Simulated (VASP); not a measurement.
# InSe: single point with PBEsol

Crystal: InSe.

```xyz
4
Lattice="5.8474 -1.9963 0.0381 5.8885 2.1137 0.0792 -1.5562 0.0272 4.3077" Properties=species:S:1:pos:R:3 pbc="T T T"
In   10.3667    0.1039    0.1253
In   -0.1870    0.0407    4.2997
Se    6.7466    0.0949    2.8430
Se    3.4331    0.0497    1.5820
```

This cell differs from its parent crystal: equal xy, yz and zx shear strains of +2 %.

```
Program                : VASP 6.6.1
Task                   : single point
Functional             : PBEsol
Potentials or basis    : VASP PAW PBE potentials, release 64 (In_d, Se)
Cutoff                 : 520 eV
k mesh                 : 7 × 7 × 6
Occupations            : fermi-dirac, width 0.02 eV
Spin                   : no spin polarisation
Dipole correction      : no
Further INCAR settings : ALGO = Normal; EDIFF = 1e-06; NBANDS = 27
```

- Pressure: -0.2 GPa
- Largest force: 0.562 eV/Å
- Band gap on the k mesh: 0.80 eV, indirect (least direct gap 1.23 eV)

Forces on the atoms (eV/Å):
```
In  -0.256  0.024  0.423
In   0.256 -0.024 -0.423
Se  -0.554  0.082  0.049
Se   0.554 -0.082 -0.049
```

Stress tensor (GPa, compression positive):
```
 1.50 -0.31  1.21
-0.31 -1.22 -0.38
 1.21 -0.38 -1.00
```

Levels at points of the mesh, in eV from the valence-band top:
```csv
k point,band 16,band 17,band 18,band 19,band 20,band 21,band 22,band 23
"(0.00, 0.00, 0.00)",-2.78,-2.34,-1.80,-1.20,2.69,3.40,4.26,4.63
"(0.00, 0.00, 0.50)",-1.68,-1.62,-1.22,-0.37,0.99,2.17,3.29,3.45
```

It took 7.5 min on 1 thread of Intel Xeon 6975P-C, with other jobs on the host, peak memory 0.53 GiB.

Caveat: the cell differs from its parent crystal (equal xy, yz and zx shear strains of +2 %); the PAW data sets were made with another functional, which shifts forces and pressure a little; spin-orbit coupling is left out, which moves the levels of the heavy elements. A k mesh can miss the band edges.
